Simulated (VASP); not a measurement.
# Ti in VASP: further runs

The runs below take Ti through single point, with r2SCAN.

Everything below comes from runs of VASP 6.6.1. Logs are shortened: lines on timing, memory, paths and dates and some standing lists are left out, and cuts for length are marked.

## 1. The cell of the first run

The cell holds a wire or tube with vacuum around it, 1 atom: a = 9.000 Å, b = 9.300 Å, c = 2.739 Å, α = 90.00°, β = 90.00°, γ = 90.00°.

## 2. Single point, r2SCAN, collinear spin

The input, POSCAR:

```
Ti
1.0
    9.0000000000      0.0000000000      0.0000000000
    0.0000000000      9.3000000000      0.0000000000
    0.0000000000      0.0000000000      2.7389497764
Ti
1
Direct
    0.5000000000      0.5000000000      0.0000000000
```

The input, INCAR.step1:

```
SYSTEM = Ti
ALGO = Normal
EDIFF = 1E-4
ENCUT = 520
GGA = PE
ISMEAR = 0
ISPIN = 2
LASPH = .TRUE.
LCHARG = .FALSE.
LMAXMIX = 4
LREAL = .FALSE.
LWAVE = .TRUE.
MAGMOM = 1.5
NBANDS = 16
NELM = 150
PREC = Accurate
SIGMA = 0.05
```

The input, INCAR.step2:

```
SYSTEM = Ti
ALGO = Normal
EDIFF = 1E-6
ENCUT = 520
ISIF = 2
ISMEAR = 0
ISPIN = 2
ISTART = 1
LASPH = .TRUE.
LCHARG = .FALSE.
LMAXMIX = 4
LMIXTAU = .TRUE.
LORBIT = 11
LREAL = .FALSE.
LWAVE = .FALSE.
MAGMOM = 1.5
METAGGA = R2SCAN
NBANDS = 16
NELM = 150
PREC = Accurate
SIGMA = 0.05
```

The input, KPOINTS:

```
k-points
0
G
  1 1 25
  0 0 0
```

Potentials or basis: VASP PAW PBE potentials, release 64 (Ti_sv).

The run is started by

```
$ cat potpaw_PBE.64/Ti_sv/POTCAR > POTCAR
$ cp INCAR.step1 INCAR
$ mpirun -np 1 vasp_std > vasp.out
$ cp INCAR.step2 INCAR
$ mpirun -np 1 vasp_std > vasp.out
```

OUTCAR:

```text
SYSTEM = Ti
   EDIFF = 1E-6
   ENCUT = 520
   ISIF = 2
   ISMEAR = 0
   ISPIN = 2
   ISTART = 1
   LASPH = .TRUE.
   LORBIT = 11
   LREAL = .FALSE.
   METAGGA = R2SCAN
   NELM = 150
   PREC = Accurate

 ion  position               nearest neighbor table
   1  0.500  0.500  0.000-

  LATTYP: Found a simple orthorhombic cell.
 ALAT       =     2.7389497764
 B/A-ratio  =     3.2859310081
 C/A-ratio  =     3.3954620417

  Lattice vectors:

 A1 = (   0.0000000000,   0.0000000000,   2.7389497764)
 A2 = (   9.0000000000,   0.0000000000,   0.0000000000)
 A3 = (   0.0000000000,   9.3000000000,   0.0000000000)

Analysis of symmetry for initial positions (statically):
=====================================================================
 Subroutine PRICEL returns:
 Original cell was already a primitive cell.

 Routine SETGRP: Setting up the symmetry group for a
 simple orthorhombic supercell.

 Subroutine GETGRP returns: Found  8 space group operations
 (whereof  8 operations were pure point group operations)
 out of a pool of  8 trial point group operations.

The static configuration has the point symmetry D_2h.

Analysis of symmetry for dynamics (positions and initial velocities):
=====================================================================
 Subroutine PRICEL returns:
 Original cell was already a primitive cell.

 Routine SETGRP: Setting up the symmetry group for a
 simple orthorhombic supercell.

 Subroutine GETGRP returns: Found  8 space group operations
 (whereof  8 operations were pure point group operations)
 out of a pool of  8 trial point group operations.

The dynamic configuration has the point symmetry D_2h.

Analysis of structural, dynamic, and magnetic symmetry:
=====================================================================
 Subroutine PRICEL returns:
 Original cell was already a primitive cell.

 Routine SETGRP: Setting up the symmetry group for a
 simple orthorhombic supercell.

 Subroutine GETGRP returns: Found  8 space group operations
 (whereof  8 operations were pure point group operations)
 out of a pool of  8 trial point group operations.

The overall configuration has the point symmetry D_2h.

 Subroutine INISYM returns: Found  8 space group operations
 (whereof  8 operations are pure point group operations),
 and found     1 'primitive' translations

----------------------------------------------------------------------------------------

                                     Primitive cell

  volume of cell :     229.2501

  direct lattice vectors                    reciprocal lattice vectors
     9.000000000  0.000000000  0.000000000     0.111111111  0.000000000  0.000000000
     0.000000000  9.300000000  0.000000000     0.000000000  0.107526882  0.000000000
     0.000000000  0.000000000  2.738949776     0.000000000  0.000000000  0.365103445

  length of vectors
     9.000000000  9.300000000  2.738949776     0.111111111  0.107526882  0.365103445

  position of ions in fractional coordinates (direct lattice)
     0.500000000  0.500000000  0.000000000

  ion indices of the primitive-cell ions
   primitive index   ion index
                 1           1

----------------------------------------------------------------------------------------

 KPOINTS: k-points

Automatic generation of k-mesh.
 Grid dimensions read from file:
 generate k-points for:    1    1   25

 Generating k-lattice:

  Cartesian coordinates                     Fractional coordinates (reciprocal lattice)
     0.111111111  0.000000000  0.000000000     1.000000000  0.000000000  0.000000000
     0.000000000  0.107526882  0.000000000     0.000000000  1.000000000  0.000000000
     0.000000000  0.000000000  0.014604138     0.000000000  0.000000000  0.040000000

  Length of vectors
     0.111111111  0.107526882  0.014604138

  Shift w.r.t. Gamma in fractional coordinates (k-lattice)
     0.000000000  0.000000000  0.000000000

 Subroutine IBZKPT returns following result:
 ===========================================

 Found     13 irreducible k-points:

 Following reciprocal coordinates:
            Coordinates               Weight
  0.000000  0.000000  0.000000      1.000000
  0.000000  0.000000  0.040000      2.000000
  0.000000  0.000000  0.080000      2.000000
  0.000000  0.000000  0.120000      2.000000
  0.000000  0.000000  0.160000      2.000000
  0.000000  0.000000  0.200000      2.000000
  0.000000  0.000000  0.240000      2.000000
  0.000000  0.000000  0.280000      2.000000
  0.000000  0.000000  0.320000      2.000000
  0.000000  0.000000  0.360000      2.000000
  0.000000  0.000000  0.400000      2.000000
  0.000000  0.000000  0.440000      2.000000
  0.000000  0.000000  0.480000      2.000000
   k-points           NKPTS =     13   k-points in BZ     NKDIM =     13   number of bands    NBANDS=     16
   number of dos      NEDOS =    301   number of ions     NIONS =      1
   total plane-waves  NPLWV =  98000
   dimension x,y,z NGX =    70 NGY =   70 NGZ =   20
   dimension x,y,z NGXF=   140 NGYF=  140 NGZF=   40
   ions per type =               1
   NGX,Y,Z   is equivalent  to a cutoff of  12.93, 12.51, 12.14 a.u.
   NGXF,Y,Z  is equivalent  to a cutoff of  25.86, 25.03, 24.28 a.u.
 SYSTEM =  Ti
   PREC   = accura    normal or accurate (medium, high low for compatibility)
   ISTART =      1    job   : 0-new  1-cont  2-samecut
   ICHARG =      0    charge: 1-file 2-atom 10-const
   ISPIN  =      2    spin polarized calculation?
   LNONCOLLINEAR =      F non collinear calculations
   LSORBIT =      F    spin-orbit coupling
   LASPH  =      T    aspherical Exc in radial PAW
   ENCUT  =  520.0 eV  38.22 Ry    6.18 a.u.  16.73 17.29  5.09*2*pi/ulx,y,z
   NELM   =    150;   NELMIN=  2; NELMDL=  0     # of ELM steps
   EDIFF  = 0.1E-05   stopping-criterion for ELM
   LREAL  =      F    real-space projection
   EDIFFG = 0.1E-04   stopping-criterion for IOM
   NSW    =      0    number of steps for IOM
   IBRION =     -1    ionic relax: 0-MD 1-quasi-New 2-CG
   NFREE  =      0    steps in history (QN), initial steepest desc. (CG)
   ISIF   =      2    stress and relaxation
   ISYM   =      2    0-nonsym 1-usesym 2-fastsym
   POTIM  = 0.5000    time-step for ionic-motion
   TEBEG  =    0.0;   TEEND  =   0.0 temperature during run
   PSTRESS=    0.0 pullay stress
   NELECT =      12.0000    total number of electrons
   NUPDOWN=      -1.0000    fix difference up-down
   EMIN   =  10.00;   EMAX   =-10.00  energy-range for DOS
   EFERMI =   0.00;   METHOD = LEGACY
   ISMEAR =     0;   SIGMA  =   0.05  broadening in eV -4-tet -1-fermi 0-gaus
   EFERMI_NEDOS =   21; number of points for ismear=-14 and -15
   IALGO  =     38    algorithm
   IMIX   =      4    mixing-type and parameters
     AMIX     =   0.40;   BMIX     =  1.00
     AMIX_MAG =   1.60;   BMIX_MAG =  1.00
  volume/ion in A,a.u.               =     229.25      1547.06
  Fermi-wavevector in a.u.,A,eV,Ry     =   0.612396  1.157260  5.102571  0.375028
  Thomas-Fermi vector in A             =   1.668668
   LORBIT       =     11    0 simple, 1 ext, 2 COOP (PROOUT), +10 PAW based schemes
   METAGGA = R2SCAN    functional components
   LHFCALC =     F    Hartree Fock is set to
   AEXX    =    0.0000 exact exchange contribution
   IVDW    =     0    specifies the selected vdW correction
   LEPSILON=     F    determine dielectric tensor
   LRPA    =     F    only Hartree local field effects (RPA)
 spin polarized calculation
 Gauss-broadening in eV      SIGMA  =   0.05
  energy-cutoff  :      520.00
  volume of cell :      229.25
 maximum number of plane-waves:      6198
 NGX is ok and might be reduce to    70

 number of electron      12.0000005 magnetization       3.1230761

 Free energy of the ion-electron system (eV)
  ---------------------------------------------------
  ext. energy  EPLUGINS =         0.00000000
  ---------------------------------------------------
  free energy    TOTEN  =        -9.15145811 eV

  energy without entropy =       -9.14873421  energy(sigma->0) =       -9.15009616

 E-fermi :  -2.4915     XC(G=0):  -2.3354

 val. band max:       -2.5114412867   @ k =   0.0000   0.0000   0.2400
 cond. band min:      -2.4292971442   @ k =   0.0000   0.0000   0.2400
 fundamental gap:      0.0821441426
 Fermi energy:        -2.4914781044

 spin component 1

 k-point     1 :       0.0000    0.0000    0.0000
  band No.  band energies     occupation
      1     -62.7583      1.00000
      2     -38.0721      1.00000
      3     -38.0720      1.00000
      4     -37.6324      1.00000
      5      -6.1967      1.00000
      6      -3.4464      1.00000
[... 8 lines left out ...]
     15       2.6348      0.00000
     16       2.7242      0.00000
[... 210 lines left out ...]
 k-point    13 :       0.0000    0.0000    0.4800
  band No.  band energies     occupation
      1     -62.6702      1.00000
      2     -38.2818      1.00000
      3     -37.9958      1.00000
      4     -37.9958      1.00000
      5      -4.0563      1.00000
      6      -4.0559      1.00000
[... 8 lines left out ...]
     15       5.4639      0.00000
     16       5.5198      0.00000
 Fermi energy:        -2.4914781044

 spin component 2

 k-point     1 :       0.0000    0.0000    0.0000
  band No.  band energies     occupation
      1     -60.3048      1.00000
      2     -35.6675      1.00000
      3     -35.6663      1.00000
      4     -35.0127      1.00000
      5      -3.9042      1.00000
      6      -1.4196      0.00000
[... 8 lines left out ...]
     15       3.6803      0.00000
     16       3.7184      0.00000
[... 210 lines left out ...]
 k-point    13 :       0.0000    0.0000    0.4800
  band No.  band energies     occupation
      1     -60.2200      1.00000
      2     -35.6481      1.00000
      3     -35.5969      1.00000
      4     -35.5957      1.00000
      5      -1.2077      0.00000
      6      -1.2054      0.00000
[... 8 lines left out ...]
     15       7.2777      0.00000
     16       7.5410      0.00000

------------------------ aborting loop because EDIFF is reached ----------------------------------------

  FORCE on cell =-STRESS in cart. coord.  units (eV):
  Direction    XX          YY          ZZ          XY          YZ          ZX
  --------------------------------------------------------------------------------------
  -------------------------------------------------------------------------------------
  Total       -0.1724212     -0.1429373     -1.3941047      0.0000000      0.0000000      0.0000000
  in kB       -1.2050132     -0.9989567     -9.7430838      0.0000000      0.0000000      0.0000000
  external PRESSURE =      -3.9823512 kB  Pullay stress =       0.0000000 kB

 VOLUME and BASIS-vectors are now :
 -----------------------------------------------------------------------------
  energy-cutoff  :      520.00
  volume of cell :      229.25
      direct lattice vectors                 reciprocal lattice vectors
     9.000000000  0.000000000  0.000000000     0.111111111  0.000000000  0.000000000
     0.000000000  9.300000000  0.000000000     0.000000000  0.107526882  0.000000000
     0.000000000  0.000000000  2.738949776     0.000000000  0.000000000  0.365103445

 POSITION                                       TOTAL-FORCE (eV/Angst)
 -----------------------------------------------------------------------------------
      4.50000      4.65000      0.00000         0.000000      0.000000      0.000000
 -----------------------------------------------------------------------------------
    total drift:                                0.000000      0.000000      0.000000

  FREE ENERGIE OF THE ION-ELECTRON SYSTEM (eV)
  ---------------------------------------------------
  free  energy   TOTEN  =        -9.1514581114 eV

  energy  without entropy=       -9.1487342056  energy(sigma->0) =       -9.15009616

 total charge

# of ion       s       p       d       tot
------------------------------------------
    1        2.214   5.978   1.992  10.185

 magnetization (x)

# of ion       s       p       d       tot
------------------------------------------
    1        0.078   0.048   1.917   2.043
```

Wall time 10 min (1 thread of Intel Xeon Platinum 8375C at 2.90GHz (Ice Lake), shared host); peak memory 0.47 GiB.

Results:

```yaml
Free_energy: -9.1515 eV
Net_moment: 3.12 μB per cell
Site_moments: Ti +2.04 μB
Valence_electrons_inside_the_program's_atomic_spheres: Ti 10.19
```

Caveat: the PAW data sets were made with another functional, which shifts forces and pressure a little.

## 3. Single point, r2SCAN, collinear spin

This run uses another cell than the first one: it holds 2 atoms, not 1.

The input, POSCAR:

```
Ti
1.0
    9.0000000000      0.0000000000      0.0000000000
    0.0000000000      9.3000000000      0.0000000000
    0.0000000000      0.0000000000      5.0690385428
Ti
2
Direct
    0.5000000000      0.5000000000      0.0000000000
    0.5000000000      0.5000000000      0.4650000000
```

Edit INCAR.step1 of step 2 so:

```diff
@@ -12,4 +12,4 @@
 LWAVE = .TRUE.
-MAGMOM = 1.5
-NBANDS = 16
+MAGMOM = 1.5 1.5
+NBANDS = 23
 NELM = 150
```

The input, INCAR.step2:

```
SYSTEM = Ti
ALGO = Normal
EDIFF = 1E-6
ENCUT = 520
ISIF = 2
ISMEAR = 0
ISPIN = 2
ISTART = 1
LASPH = .TRUE.
LCHARG = .TRUE.
LELF = .TRUE.
LMAXMIX = 4
LMIXTAU = .TRUE.
LORBIT = 11
LREAL = .FALSE.
LVHAR = .TRUE.
LWAVE = .FALSE.
MAGMOM = 1.5 1.5
METAGGA = R2SCAN
NBANDS = 23
NELM = 150
PREC = Accurate
SIGMA = 0.05
```

The input, KPOINTS:

```
k-points
0
G
  1 1 13
  0 0 0
```

Potentials or basis: VASP PAW PBE potentials, release 64 (Ti_sv).

The run is started by

```
$ cat potpaw_PBE.64/Ti_sv/POTCAR > POTCAR
$ cp INCAR.step1 INCAR
$ mpirun -np 1 vasp_std > vasp.out
$ cp INCAR.step2 INCAR
$ mpirun -np 1 vasp_std > vasp.out
```

Run time: 22 min. Hardware: 1 thread of Intel Xeon Platinum 8375C at 2.90GHz (Ice Lake), shared host; peak memory 0.78 GiB.

The run converged. Its results:

* Free energy: -18.2460 eV
* Largest force: 1.992 eV/Å
* Net moment: 3.62 μB per cell
* Site moments: Ti +1.30 μB
* Valence electrons inside the program's atomic spheres: Ti 10.28

Forces in eV/Å, atoms in the order of the input:
```
Ti   0.000  0.000  1.992
Ti   0.000  0.000 -1.992
```

Levels at points of the mesh, in eV from the Fermi level:
Spin up:
```csv
k point,band 10,band 11,band 12,band 13,band 14,band 15,band 16,band 17,band 18,band 19
"(0.00, 0.00, 0.00)",-1.57,-1.55,-1.48,-0.53,-0.21,0.66,0.84,0.87,1.01,1.49
```
Spin down:
```
           k point  band 8  band 9  band 10  band 11  band 12  band 13  band 14  band 15
(0.00, 0.00, 0.00)  -32.96   -2.34    -0.44    -0.42     0.44     1.26     1.36     1.65
```

Caveat: the PAW data sets were made with another functional, which shifts forces and pressure a little.
